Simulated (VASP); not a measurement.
# LiTe36Mo18 (a cell with a defect) in VASP: single point with PBE

Aim: the single point of LiTe36Mo18 (a cell with a defect) with PBE.

Program: VASP 6.6.1. These are calculated values, not measurements. Logs are shortened: lines on timing, memory, paths and dates and some standing lists are left out, and cuts for length are marked.

## 1. The cell of the first run

The cell holds a defect, 55 atoms: a = 10.419 Å, b = 10.419 Å, c = 13.773 Å, α = 90.00°, β = 90.00°, γ = 120.00°.

## 2. Single point, PBE

The input, INCAR:

```
PREC     = Accurate       # precision mode
ENCUT    = 520            # plane-wave cutoff, eV
EDIFF    = 1E-6           # SCF threshold, eV
ISMEAR   = -1             # smearing method
SIGMA    = 0.01           # smearing width, eV
LREAL    = Auto         
LASPH    = True           # aspherical terms in the spheres
NELM     = 60             # most SCF steps
ALGO     = Normal         # electronic algorithm
ISIF     = 2              # what is computed and relaxed
LWAVE    = False          # write WAVECAR
LCHARG   = True           # write CHGCAR
GGA      = PE             # functional
LELF     = True           # ELF
LVHAR    = True         
NELECT   = 470.0        
NBANDS   = 268            # bands
```

The input, KPOINTS:

```
Automatic mesh
0
Gamma
  1 1 1
  0.25 0.25 0.25
```

The input, POSCAR:

```
LiTe36Mo18
1.0
   10.4191193488     -0.0000000029      0.0000000000
   -5.2095596719      9.0232220425      0.0000000000
    0.0000000000      0.0000000000     13.7729284500
Te Mo Li
36 18 1
Direct
    0.1115106579      0.2225819282      0.6135012715
    0.2226000841      0.1116214231      0.1182641965
    0.2222217270      0.1118045592      0.3860953645
    0.1111889753      0.2227760374      0.8813186530
    0.1115670884      0.5566697675      0.6135175334
    0.2225508705      0.4449054361      0.1184965463
    0.2217579610      0.4444424317      0.3855406498
    0.1112037436      0.5559509725      0.8811210533
    0.1120111611      0.8899637172      0.6140614558
    0.2225675405      0.7784563867      0.1184971915
    0.2222845757      0.7777809492      0.3860312568
    0.1112647827      0.8895303038      0.8810681284
    0.4442025135      0.2220825183      0.6140004702
    0.5556893846      0.1115843596      0.1185311492
    0.5562192504      0.1117718699      0.3860118704
    0.4444846899      0.2227118736      0.8810976489
    0.4437481544      0.5558111052      0.6138075406
    0.5539853299      0.4409362870      0.1220706660
    0.5555355464      0.4440326092      0.3857943649
    0.4404842947      0.5541199238      0.8774577606
    0.4440712565      0.8899858300      0.6139906941
    0.5539614023      0.7802625542      0.1221921924
    0.5553869980      0.7786197526      0.3856951106
    0.4444728332      0.8894047722      0.8811145652
    0.7775533411      0.2226257104      0.6136072730
    0.8892940306      0.1116888730      0.1185072730
    0.8895641321      0.1123013626      0.3855423237
    0.7780659096      0.2227992774      0.8810205988
    0.7784448807      0.5558096564      0.6138868227
    0.8892656798      0.4449717160      0.1184723141
    0.8897331839      0.4444521712      0.3856008347
    0.7798538363      0.5541930328      0.8773770705
    0.7782312531      0.8903529760      0.6137416260
    0.8933575120      0.7803337658      0.1220489538
    0.8900911783      0.7786066186      0.3858062274
    0.7798368794      0.8935147597      0.8775601491
    0.1119352574      0.2222595134      0.2518696810
    0.2219376285      0.1122199965      0.7476965308
    0.1119787571      0.5558321125      0.2518886434
    0.2194856555      0.4440189551      0.7468693919
    0.1142411487      0.8904188892      0.2527169974
    0.2218391522      0.7785479576      0.7476877617
    0.4437485125      0.2199108357      0.2527216906
    0.5554473492      0.1122260990      0.7476927866
    0.4436716717      0.5548398383      0.2531673367
    0.5545064188      0.4438924263      0.7463896456
    0.4438215753      0.8901674646      0.2527227944
    0.5545545546      0.7795967988      0.7463773476
    0.7783233450      0.2222235301      0.2518939230
    0.8900532331      0.1144504133      0.7468627535
    0.7793801719      0.5549418868      0.2531875487
    0.8900431219      0.4443218134      0.7468563588
    0.7792965053      0.8904860302      0.2531708317
    0.8901375554      0.7796397719      0.7464167501
    0.6668015691      0.6671784422     -0.0002267122
```

Potentials or basis: VASP PAW PBE potentials, release 64 (Te, Mo_sv, Li_sv).

Run with:

```sh
$ cat potpaw_PBE.64/Te/POTCAR potpaw_PBE.64/Mo_sv/POTCAR potpaw_PBE.64/Li_sv/POTCAR > POTCAR
$ mpirun -np 1 vasp_std > vasp.out
```

OUTCAR:

```text
PREC = Accurate
   ENCUT = 520
   EDIFF = 1E-6
   ISMEAR = -1
   LREAL = Auto
   LASPH = True
   NELM = 60
   ISIF = 2
   GGA = PE
   NELECT = 470.0

 ion  position               nearest neighbor table
   1  0.112  0.223  0.614-  40 2.71  50 2.71  38 2.72  17 3.47  33 3.47   9 3.47  13 3.47  25 3.48
                             5 3.48
   2  0.223  0.112  0.118-  37 2.72  43 2.72  41 2.72  34 3.44  18 3.44  14 3.47  10 3.47   6 3.47
                            26 3.47
   3  0.222  0.112  0.386-  41 2.71  43 2.71  37 2.72  35 3.47  19 3.47   7 3.47  27 3.47  15 3.48
                            11 3.48
   4  0.111  0.223  0.881-  38 2.72  50 2.72  40 2.72  36 3.44  20 3.44  28 3.47   8 3.47  12 3.47
                            16 3.47
   5  0.112  0.557  0.614-  40 2.71  52 2.71  42 2.72  17 3.47  29 3.47  21 3.47   9 3.47  25 3.48
                             1 3.48
   6  0.223  0.445  0.118-  39 2.71  37 2.72  45 2.72  26 3.47   2 3.47  30 3.47  22 3.47  18 3.47
                            10 3.48   7 3.68
   7  0.222  0.444  0.386-  45 2.71  39 2.71  37 2.72  31 3.46  27 3.46   3 3.47  11 3.47  23 3.48
                            19 3.48   6 3.68
   8  0.111  0.556  0.881-  40 2.71  52 2.72  42 2.72  20 3.44  32 3.44  28 3.47   4 3.47  24 3.47
                            12 3.48
   9  0.112  0.890  0.614-  54 2.71  42 2.72  38 2.72  21 3.46  13 3.46   1 3.47   5 3.47  29 3.48
[... 85 lines left out ...]
  52  0.890  0.444  0.747-  32 2.68   5 2.71  25 2.71   8 2.72  29 2.72  28 2.72  40 3.43  50 3.44
                            42 3.47  44 3.47
  53  0.779  0.890  0.253-  27 2.71  34 2.71  35 2.72  22 2.72  23 2.72  26 2.72  37 3.46  49 3.46
                            41 3.49
  54  0.890  0.780  0.746-   9 2.71  36 2.71  33 2.72  32 2.72  29 2.72  12 2.72  38 3.46  42 3.46
                            50 3.49
  55  0.667  0.667  1.000-  22 2.65  32 2.65  36 2.65  18 2.65  20 2.65  34 2.65

  LATTYP: Found a hexagonal cell.
 ALAT       =    10.4191193488
 C/A-ratio  =     1.3218898823

  Lattice vectors:

 A1 = (  10.4191193488,  -0.0000000029,   0.0000000000)
 A2 = (  -5.2095596719,   9.0232220425,   0.0000000000)
 A3 = (   0.0000000000,   0.0000000000,  13.7729284500)

Analysis of symmetry for initial positions (statically):
=====================================================================
 Subroutine PRICEL returns:
 Original cell was already a primitive cell.

 Routine SETGRP: Setting up the symmetry group for a
 hexagonal supercell.

 Subroutine GETGRP returns: Found  1 space group operations
 (whereof  1 operations were pure point group operations)
 out of a pool of 24 trial point group operations.

The static configuration has the point symmetry C_1 .

Analysis of symmetry for dynamics (positions and initial velocities):
=====================================================================
 Subroutine PRICEL returns:
 Original cell was already a primitive cell.

 Routine SETGRP: Setting up the symmetry group for a
 hexagonal supercell.

 Subroutine GETGRP returns: Found  1 space group operations
 (whereof  1 operations were pure point group operations)
 out of a pool of 24 trial point group operations.

The dynamic configuration has the point symmetry C_1 .

 Subroutine INISYM returns: Found  1 space group operations
 (whereof  1 operations are pure point group operations),
 and found     1 'primitive' translations

----------------------------------------------------------------------------------------

                                     Primitive cell

  volume of cell :    1294.8485

  direct lattice vectors                    reciprocal lattice vectors
    10.419119349 -0.000000003  0.000000000     0.095977401  0.055412579  0.000000000
    -5.209559672  9.023222043  0.000000000     0.000000000  0.110825157  0.000000000
[... 125 lines left out ...]
 Grid dimensions read from file:
 generate k-points for:    1    1    1

 Generating k-lattice:

  Cartesian coordinates                     Fractional coordinates (reciprocal lattice)
     0.095977401  0.055412579  0.000000000     1.000000000  0.000000000  0.000000000
     0.000000000  0.110825157  0.000000000     0.000000000  1.000000000  0.000000000
     0.000000000  0.000000000  0.072606200     0.000000000  0.000000000  1.000000000

  Length of vectors
     0.110825157  0.110825157  0.072606200

  Shift w.r.t. Gamma in fractional coordinates (k-lattice)
     0.250000000  0.250000000  0.250000000

 Subroutine IBZKPT returns following result:
 ===========================================

 Found      6 irreducible k-points:

 Following reciprocal coordinates:
            Coordinates               Weight
  0.250000  0.250000  0.250000      2.000000
 -0.250000  0.500000  0.250000      2.000000
  0.500000  0.250000  0.250000      2.000000
 -0.250000 -0.250000  0.250000      2.000000
  0.250000  0.500000  0.250000      2.000000
  0.500000 -0.250000  0.250000      2.000000
   k-points           NKPTS =      6   k-points in BZ     NKDIM =      6   number of bands    NBANDS=    268
   number of dos      NEDOS =    301   number of ions     NIONS =     55
   total plane-waves  NPLWV = 691200
   dimension x,y,z NGX =    80 NGY =   80 NGZ =  108
   dimension x,y,z NGXF=   160 NGYF=  160 NGZF=  216
   ions per type =              36  18   1
   NGX,Y,Z   is equivalent  to a cutoff of  12.76, 12.76, 13.04 a.u.
   NGXF,Y,Z  is equivalent  to a cutoff of  25.53, 25.53, 26.07 a.u.
 SYSTEM =  unknown system
   PREC   = accura    normal or accurate (medium, high low for compatibility)
   ISTART =      0    job   : 0-new  1-cont  2-samecut
   ICHARG =      2    charge: 1-file 2-atom 10-const
   ISPIN  =      1    spin polarized calculation?
   LNONCOLLINEAR =      F non collinear calculations
   LSORBIT =      F    spin-orbit coupling
   LASPH  =      T    aspherical Exc in radial PAW
   ENCUT  =  520.0 eV  38.22 Ry    6.18 a.u.  19.37 19.37 25.61*2*pi/ulx,y,z
   NELM   =     60;   NELMIN=  2; NELMDL= -5     # of ELM steps
   EDIFF  = 0.1E-05   stopping-criterion for ELM
   LREAL  =      T    real-space projection
   EDIFFG = 0.1E-04   stopping-criterion for IOM
   NSW    =      0    number of steps for IOM
   IBRION =     -1    ionic relax: 0-MD 1-quasi-New 2-CG
   NFREE  =      0    steps in history (QN), initial steepest desc. (CG)
   ISIF   =      2    stress and relaxation
   ISYM   =      2    0-nonsym 1-usesym 2-fastsym
   POTIM  = 0.5000    time-step for ionic-motion
   TEBEG  =    0.0;   TEEND  =   0.0 temperature during run
   PSTRESS=    0.0 pullay stress
   NELECT =     470.0000    total number of electrons
   NUPDOWN=      -1.0000    fix difference up-down
   EMIN   =  10.00;   EMAX   =-10.00  energy-range for DOS
   EFERMI =   0.00;   METHOD = LEGACY
   ISMEAR =    -1;   SIGMA  =   0.01  broadening in eV -4-tet -1-fermi 0-gaus
   EFERMI_NEDOS =   21; number of points for ismear=-14 and -15
   IALGO  =     38    algorithm
   IMIX   =      4    mixing-type and parameters
     AMIX     =   0.40;   BMIX     =  1.00
     AMIX_MAG =   1.60;   BMIX_MAG =  1.00
  volume/ion in A,a.u.               =      23.54       158.87
  Fermi-wavevector in a.u.,A,eV,Ry     =   1.167798  2.206819 18.554981  1.363753
  Thomas-Fermi vector in A             =   2.304294
   LORBIT       =      0    0 simple, 1 ext, 2 COOP (PROOUT), +10 PAW based schemes
   GGA     = PE    functional components
   LHFCALC =     F    Hartree Fock is set to
   AEXX    =    0.0000 exact exchange contribution
   IVDW    =     0    specifies the selected vdW correction
   LEPSILON=     F    determine dielectric tensor
   LRPA    =     F    only Hartree local field effects (RPA)
 non-spin polarized calculation
  energy-cutoff  :      520.00
  volume of cell :     1294.85
 maximum number of plane-waves:     34871
 NGX is ok and might be reduce to    80
   NGX = 39   NGY = 39   NGZ = 51

 number of electron     470.0000001 magnetization

 Free energy of the ion-electron system (eV)
  ---------------------------------------------------
  ext. energy  EPLUGINS =         0.00000000
  ---------------------------------------------------
  free energy    TOTEN  =      -333.53335073 eV

  energy without entropy =     -333.53335073  energy(sigma->0) =     -333.53335073

 E-fermi :   8.8959     XC(G=0): -10.7029

 val. band max:        8.6287561712   @ k =   0.2500   0.2500   0.2500
 cond. band min:       9.4845456301   @ k =  -0.2500   0.5000   0.2500
 fundamental gap:      0.8557894588
 Fermi energy:         8.8958759264

 k-point     1 :       0.2500    0.2500    0.2500
  band No.  band energies     occupation
      1     -52.1391      2.00000
      2     -52.1390      2.00000
      3     -52.1343      2.00000
      4     -52.1342      2.00000
      5     -52.1337      2.00000
      6     -52.1337      2.00000
[... 1489 lines left out ...]
    246      10.0724      0.00000
    247      10.1322      0.00000
 [bands above 247 left out]

------------------------ aborting loop because EDIFF is reached ----------------------------------------

  FORCE on cell =-STRESS in cart. coord.  units (eV):
  Direction    XX          YY          ZZ          XY          YZ          ZX
  --------------------------------------------------------------------------------------
  -------------------------------------------------------------------------------------
  Total       26.8220864     26.0162358     18.7840051     -0.6922592      0.1606085     -0.0058864
  in kB       33.1882376     32.1911205     23.2423390     -0.8565650      0.1987285     -0.0072836
  external PRESSURE =      29.5405657 kB  Pullay stress =       0.0000000 kB

 VOLUME and BASIS-vectors are now :
 -----------------------------------------------------------------------------
  energy-cutoff  :      520.00
  volume of cell :     1294.85
      direct lattice vectors                 reciprocal lattice vectors
    10.419119349 -0.000000003  0.000000000     0.095977401  0.055412579  0.000000000
    -5.209559672  9.023222043  0.000000000     0.000000000  0.110825157  0.000000000
     0.000000000  0.000000000 13.772928450     0.000000000  0.000000000  0.072606200

 POSITION                                       TOTAL-FORCE (eV/Angst)
 -----------------------------------------------------------------------------------
      0.00229      2.00841      8.44971        -0.033491      0.024130     -0.020412
      1.73780      1.00718      1.62884         0.041236     -0.021333      0.002782
      1.73290      1.00884      5.31766         0.042363     -0.015262      0.020582
     -0.00207      2.01016     12.13834        -0.036449      0.027733     -0.003324
     -1.73757      5.02295      8.44993        -0.036557      0.020042     -0.015960
      0.00102      4.01448      1.63204         0.039413     -0.016352     -0.015349
[... 47 lines left out ...]
      5.21287      7.03486     10.28034         0.078470     -0.049307     -0.001351
      3.47178      6.02010     13.76981         0.001320      0.000104      0.000805
 -----------------------------------------------------------------------------------
    total drift:                               -0.023300      0.004229      0.008444

  FREE ENERGIE OF THE ION-ELECTRON SYSTEM (eV)
  ---------------------------------------------------
  free  energy   TOTEN  =      -333.5333507332 eV

  energy  without entropy=     -333.5333507332  energy(sigma->0) =     -333.53335073
```

Wall time 2 h (1 thread of AMD EPYC 7R43 (Zen 3), shared host); peak memory 2.1 GiB.

Results:

| Quantity | Value |
| --- | --- |
| Free energy | -333.5334 eV |
| Largest force | 0.102 eV/Å |

Forces on the atoms (eV/Å):
```
Te  -0.033  0.024 -0.020
Te   0.041 -0.021  0.003
Te   0.042 -0.015  0.021
Te  -0.036  0.028 -0.003
Te  -0.037  0.020 -0.016
Te   0.039 -0.016 -0.015
Te   0.038 -0.021  0.019
Te  -0.040  0.029  0.017
Te  -0.031  0.018 -0.023
Te   0.042 -0.028 -0.020
Te   0.030 -0.017  0.018
Te  -0.033  0.019  0.013
Te  -0.040  0.017 -0.018
Te   0.043 -0.025 -0.020
Te   0.042 -0.020  0.017
Te  -0.031  0.032  0.017
Te  -0.040  0.017 -0.015
Te   0.037 -0.030  0.000
Te   0.034 -0.016  0.013
Te  -0.041  0.022  0.008
Te  -0.035  0.021 -0.010
Te   0.029 -0.022 -0.019
Te   0.044 -0.018  0.025
Te  -0.041  0.030  0.005
Te  -0.038  0.021 -0.021
Te   0.034 -0.024 -0.016
Te   0.032 -0.015  0.019
Te  -0.044  0.031  0.022
Te  -0.045  0.022 -0.025
Te   0.045 -0.028 -0.009
Te   0.037 -0.020  0.008
Te  -0.031  0.019  0.019
Te  -0.033  0.020 -0.018
Te   0.035 -0.027 -0.006
Te   0.034 -0.016  0.020
Te  -0.037  0.026  0.001
Mo  -0.077  0.039 -0.001
Mo   0.074 -0.043  0.004
Mo  -0.090  0.044 -0.003
Mo   0.080 -0.036  0.005
Mo  -0.073  0.034 -0.006
Mo   0.085 -0.046  0.004
Mo  -0.073  0.049 -0.007
Mo   0.083 -0.059  0.000
Mo  -0.083  0.045  0.001
Mo   0.084 -0.050  0.002
Mo  -0.077  0.052 -0.001
Mo   0.080 -0.051  0.010
Mo  -0.085  0.053  0.000
Mo   0.069 -0.051  0.007
Mo  -0.087  0.044 -0.005
Mo   0.077 -0.057  0.000
Mo  -0.080  0.047  0.001
Mo   0.078 -0.049 -0.001
Li   0.001  0.000  0.001
```

Caveat: the cell carries a net charge on a neutralising background, which shifts energy and pressure; the cell is charged against a uniform background, so pressure and absolute levels hang on convention; the cutoff is under 1.25 times the usual one of these potentials, so pressure, stress and relaxed cells hold a basis-set (Pulay) error; spin-orbit coupling is left out, which moves the levels of the heavy elements.
